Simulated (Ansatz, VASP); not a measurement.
# Two plane-wave programs on SrTiO3

POSCAR

```
SrTiO3
1.0
    3.9050000000      0.0000000000      0.0000000000
    0.0000000000      3.9050000000      0.0000000000
    0.0000000000      0.0000000000      3.9050000000
Sr Ti O
1 1 3
Direct
    0.0000000000      0.0000000000      0.0000000000
    0.5000000000      0.5000000000      0.5000000000
    0.0000000000      0.5000000000      0.5000000000
    0.5000000000      0.0000000000      0.5000000000
    0.5000000000      0.5000000000      0.0000000000
```

INCAR.step1

```
  ALGO = Normal
  EDIFF = 1E-5
  ENCUT = 580
  GGA = PE
  GGA_COMPAT = False
  ISMEAR = -1
  LASPH = True
  LCHARG = False
  LREAL = False
  LWAVE = True
  NBANDS = 28
  NELM = 120
  PREC = Accurate
  SIGMA = 0.02
```

Contents of INCAR.step2:

```
  ALGO = Normal
  EDIFF = 1E-8
  ENCUT = 580
  GGA_COMPAT = False
  ISIF = 2
  ISMEAR = -1
  ISTART = 1
  LASPH = True
  LCHARG = False
  LEFG = True
  LMIXTAU = True
  LREAL = False
  LWAVE = False
  METAGGA = R2SCAN
  NBANDS = 28
  NELM = 120
  PREC = Accurate
  SIGMA = 0.02
```

File KPOINTS:

```
k-points
0
Gamma
  8 8 8
```

Input for Ansatz:

```yaml
crystal:
  lattice:
    - [3.905, 0.0, 0.0]
    - [0.0, 3.905, 0.0]
    - [0.0, 0.0, 3.905]
  atoms:
    - { symbol: Sr, position: [0.0, 0.0, 0.0] }
    - { symbol: Ti, position: [0.5, 0.5, 0.5] }
    - { symbol: O, position: [0.0, 0.5, 0.5] }
    - { symbol: O, position: [0.5, 0.0, 0.5] }
    - { symbol: O, position: [0.5, 0.5, 0.0] }
kpoints:
  mp_grid: { grid: [8, 8, 8] }
scf:
  occupations: { method: fermi_dirac, width: 0.02 }
hamiltonian:
  xc: r2scan
  pseudopotentials: { kind: paw }
output:
  forces: true
  stress: true
  populations: true
  efg:
    quadrupole_moments_barn: { Sr: 0.305, Ti: 0.247, O: -0.02558 }
    contact_densities: true
  write_density: true
  write_potential: true
  elf: true
  volumetric_format: npy
```

Alike in both runs: task electric field gradients; functional r2SCAN; k mesh 8 × 8 × 8; occupations fermi-dirac, width 0.02 eV; no spin polarisation.

|  | VASP | Ansatz |
| --- | --- | --- |
| version | VASP 6.6.1 | Ansatz 0.2.0 |
| potentials or method | VASP PAW PBE potentials, release 64 (Sr_sv, Ti_sv, O) | plane-wave PAW, scalar-relativistic |
| plane-wave cutoff (eV) | 580 | 500 |
| valence electrons in the cell | 40 | 40 |

VASP gave:

| Property | Result |
| --- | --- |
| gap on the k mesh at the Fermi level (eV) | 2.28 |
| pressure (GPa) | 1.1 |
| size of Vzz on the site where it differs most (V/Å²) | 15.0 |

Q: Which values does Ansatz return?

A: gap on the k mesh at the Fermi level (eV): 2.26; pressure (GPa): 0.3; size of Vzz on the site where it differs most (V/Å²): 15.9.

VASP's potentials were made for PBE, not for r2SCAN.
